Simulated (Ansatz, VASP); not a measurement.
## Two plane-wave programs on Ir

```
Ir
1.0
     1.35571    0.78272    6.63871
    -1.35571    0.78272    6.63871
     0.00000   -1.56544    6.63871
Ir
3
Direct
  0.00000 0.00000 0.00000
  0.22299 0.22299 0.22299
  0.77701 0.77701 0.77701
```

Alike in both runs: functional PBEsol; k mesh 21 × 21 × 21; occupations gaussian, width 0.1 eV; no spin polarisation.

Ansatz relaxed the structure, and its values are those at the end. VASP's run is a single point on that final structure, the one shown.

|  | VASP | Ansatz |
| --- | --- | --- |
| version | VASP 6.6.1 | Ansatz 0.2.0 |
| potentials or method | VASP PAW PBE potentials, release 64 (Ir), cutoff 520 eV | scalar-relativistic, plane waves, PAW |
| valence electrons in the cell | 27 | 51 |

VASP gave:

```
gap on the k mesh at the Fermi level (eV) : none
pressure (GPa)                            : 1.0
rms of the force components (eV/Å)        : 0.006
```

**Question.** Estimate Ansatz's values.

**Answer.** gap on the k mesh at the Fermi level (eV): none; pressure (GPa): 0.0; rms of the force components (eV/Å): 0.000.

VASP's potentials were made for PBE, not for PBEsol. A gap of «none» marks a metal or a gap that the smearing closes. VASP's potentials hold 27 valence electrons a cell and Ansatz's 51, so a difference there can come from the potentials and not from the codes.

Spin-orbit coupling is off throughout.
